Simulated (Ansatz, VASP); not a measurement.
# Two plane-wave programs on CaSbC

```
CELL_PARAMETERS angstrom
4.37819 0.00000 0.00000
0.00000 4.37819 0.00000
0.00000 0.00000 6.32619
ATOMIC_POSITIONS crystal
Ca 0.50000 0.00000 0.31028
Ca 0.00000 0.50000 0.68972
Sb 0.50000 0.00000 0.83859
Sb 0.00000 0.50000 0.16141
C 0.00000 0.00000 0.00000
C 0.50000 0.50000 0.00000
```

Alike in both runs: task relaxation of cell and atoms; functional PBE; k mesh 8 × 8 × 6; occupations gaussian, width 0.1 eV; no spin polarisation.

```csv
,VASP,Ansatz
version,VASP 6.6.1,Ansatz 0.2.0
potentials or method,"VASP PAW PBE potentials, release 64 (Ca_sv, Sb, C), cutoff 600 eV","scalar-relativistic, plane waves, PAW"
valence electrons in the cell,38,58
```

```tsv
	VASP	Ansatz	Ansatz less VASP
gap on the k mesh at the Fermi level, each at its own relaxed structure (eV)	none	none	-
relaxed volume (Å³/atom)	20.23	20.20	-0.035
relaxed length of the cell vector where the two differ most in proportion (Å)	6.364	6.354	-0.0102
```

A gap of «none» marks a metal or a gap that the smearing closes. VASP's potentials hold 38 valence electrons a cell and Ansatz's 58, so a difference there can come from the potentials and not from the codes.

Neither program's run includes spin-orbit coupling.
